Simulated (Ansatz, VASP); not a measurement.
## C in VASP and in Ansatz

Contents of POSCAR:

```
C
1.0
    1.1896251106      0.6868303778      3.5665822369
   -1.1896251106      0.6868303778      3.5665822369
    0.0000000000     -1.3736607556      3.5665822369
C
2
Direct
    0.1640000000      0.1640000000      0.1640000000
    0.8360000000      0.8360000000      0.8360000000
```

The input INCAR.step1:

```
SYSTEM = C
PREC = Accurate
ENCUT = 520
ISMEAR = 0
SIGMA = 0.05
LREAL = .False.
LASPH = .True.
NELM = 100
NBANDS = 11
GGA = PE
ALGO = Normal
EDIFF = 1E-4
LWAVE = .True.
LCHARG = .False.
```

The input INCAR.step2:

```
SYSTEM = C
PREC = Accurate
ENCUT = 520
EDIFF = 1E-6
ISMEAR = 0
SIGMA = 0.05
LREAL = .False.
LASPH = .True.
NELM = 100
ALGO = Normal
ISIF = 2
LWAVE = .False.
LCHARG = .False.
METAGGA = R2SCAN
LMIXTAU = .True.
NBANDS = 11
ISTART = 1
```

File KPOINTS:

```
Automatic mesh
0
Gamma
  12 12 12
  0 0 0
```

Input for Ansatz:

```yaml
crystal:
  lattice:
    - [1.1896251106, 0.6868303778, 3.5665822369]
    - [-1.1896251106, 0.6868303778, 3.5665822369]
    - [0.0, -1.3736607556, 3.5665822369]
  atoms:
    - { symbol: C, position: [0.164, 0.164, 0.164] }
    - { symbol: C, position: [0.836, 0.836, 0.836] }
basis:
  ecutwfc: 500
kpoints:
  mp_grid: { grid: [12, 12, 12] }
hamiltonian:
  xc: r2scan
scf:
  occupations: { method: gaussian, width: 0.05 }
output:
  forces: true
  stress: true
  eigenvalues: true
```

Alike in both runs: task single point; functional r2SCAN; k mesh 12 × 12 × 12; occupations gaussian, width 0.05 eV; no spin polarisation.

|  | VASP | Ansatz |
| --- | --- | --- |
| version | VASP 6.6.1 | Ansatz 0.2.0 |
| potentials or method | VASP PAW PBE potentials, release 64 (C), cutoff 520 eV | scalar-relativistic, plane waves, PAW |
| valence electrons in the cell | 8 | 8 |

```csv
,VASP,Ansatz,Ansatz less VASP
gap on the k mesh at the Fermi level (eV),0.53,0.53,+0.001
least direct gap on the mesh (eV),0.53,0.53,+0.001
rms of the force components (eV/Å),0.548,0.553,+0.0052
```

VASP's potentials were made for PBE, not for r2SCAN. Atom by atom the forces differ by 0.005 eV/Å (rms over components).
